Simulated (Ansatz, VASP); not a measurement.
Two plane-wave programs on Mg3BiSb

INCAR

```
PREC = Accurate
ENCUT = 520
EDIFF = 1E-6
ISMEAR = -1
SIGMA = 0.15
LREAL = False
LASPH = True
NELM = 80
ALGO = Normal
ISIF = 2
LWAVE = False
LCHARG = False
GGA = PS
NBANDS = 21
```

The input KPOINTS:

```
Automatic mesh
0
Gamma
  6 6 3
```

Contents of POSCAR:

```
Mg3BiSb
1.0
    4.7257199336      0.0000000000      0.0000000000
   -2.3628599668      4.0925935827      0.0000000000
    0.0000000000      0.0000000000      7.4572027521
Mg Sb Bi
3 1 1
Direct
    0.0000000000      0.0000000000      0.0044930000
    0.3333333333      0.6666666667      0.3649360000
    0.6666666667      0.3333333333      0.6258560000
    0.6666666667      0.3333333333      0.2250700000
    0.3333333333      0.6666666667      0.7796450000
```

Input for Ansatz:

```yaml
crystal:
  lattice:
    - [4.725719933614606, 0.0, 0.0]
    - [-2.362859966807303, 4.092593582689165, 0.0]
    - [0.0, 0.0, 7.457202752110822]
  atoms:
    - { symbol: Mg, position: [0.0, 0.0, 0.004493] }
    - { symbol: Mg, position: [0.3333333333333333, 0.6666666666666666, 0.364936] }
    - { symbol: Mg, position: [0.6666666666666666, 0.3333333333333333, 0.625856] }
    - { symbol: Sb, position: [0.6666666666666666, 0.3333333333333333, 0.22507] }
    - { symbol: Bi, position: [0.3333333333333333, 0.6666666666666666, 0.779645] }
basis:
  ecutwfc: 500.0
kpoints:
  mp_grid:
    grid: [6, 6, 3]
hamiltonian:
  xc: pbesol
scf:
  convergence:
    dr2_threshold: 1.0e-10
  occupations:
    method: fermi_dirac
    width: 0.15
output:
  stress: true
```

Alike in both runs: task single point; functional PBEsol; k mesh 6 × 6 × 3; occupations fermi-dirac, width 0.15 eV; no spin polarisation.

|  | VASP | Ansatz |
| --- | --- | --- |
| version | VASP 6.6.1 | Ansatz 0.2.0 |
| potentials or method | VASP PAW PBE potentials, release 64 (Mg, Sb, Bi_d), cutoff 520 eV | plane waves, PAW |
| valence electrons in the cell | 26 | 60 |

|  | VASP | Ansatz | Ansatz less VASP |
| --- | --- | --- | --- |
| pressure (GPa) | -2.8 | -2.8 | +0.03 |
| traceless stress, the component that is largest in VASP (GPa) | 0.06 | 0.06 | -0.005 |

VASP's potentials were made for PBE, not for PBEsol. VASP's potentials hold 26 valence electrons a cell and Ansatz's 60, so a difference there can come from the potentials and not from the codes.

Spin-orbit coupling is off throughout.
